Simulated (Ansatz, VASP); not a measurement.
# Ti: VASP beside Ansatz

The input INCAR:

```
ALGO = Fast
EDIFF = 1E-6
ENCUT = 520
GGA = PE
ISIF = 2
ISMEAR = 0
LASPH = True
LCHARG = False
LREAL = False
LWAVE = False
NBANDS = 12
NELM = 80
PREC = Accurate
SIGMA = 0.1
```

Contents of KPOINTS:

```
k-points
0
Gamma
  18 18 18
```

Contents of POSCAR:

```
Ti
1.0
   -1.6596775895      1.6596775895      1.6596775895
    1.6596775895     -1.6596775895      1.6596775895
    1.6596775895      1.6596775895     -1.6596775895
Ti
1
Direct
    0.0000000000      0.0000000000      0.0000000000
```

Input for Ansatz:

```yaml
crystal:
  lattice:
    - [-1.6596775895, 1.6596775895, 1.6596775895]
    - [1.6596775895, -1.6596775895, 1.6596775895]
    - [1.6596775895, 1.6596775895, -1.6596775895]
  atoms:
    - { symbol: Ti, position: [0.0, 0.0, 0.0] }
basis:
  ecutwfc: 420
kpoints:
  mp_grid: { grid: [18, 18, 18] }
hamiltonian:
  xc: pbe
scf:
  occupations: { method: gaussian, width: 0.1 }
output:
  forces: true
  stress: true
  eigenvalues: true
```

Alike in both runs: task single point; functional PBE; k mesh 18 × 18 × 18; occupations gaussian, width 0.1 eV; no spin polarisation.

|  | VASP | Ansatz |
| --- | --- | --- |
| version | VASP 6.6.1 | Ansatz 0.2.0 |
| potentials or method | VASP PAW PBE potentials, release 64 (Ti_sv), cutoff 520 eV | scalar-relativistic, plane waves, PAW |
| valence electrons in the cell | 12 | 12 |

|  | VASP | Ansatz | Ansatz less VASP |
| --- | --- | --- | --- |
| gap on the k mesh at the Fermi level (eV) | none | none | - |
| pressure (GPa) | -6.0 | -5.6 | +0.33 |

A gap of «none» marks a metal or a gap that the smearing closes.
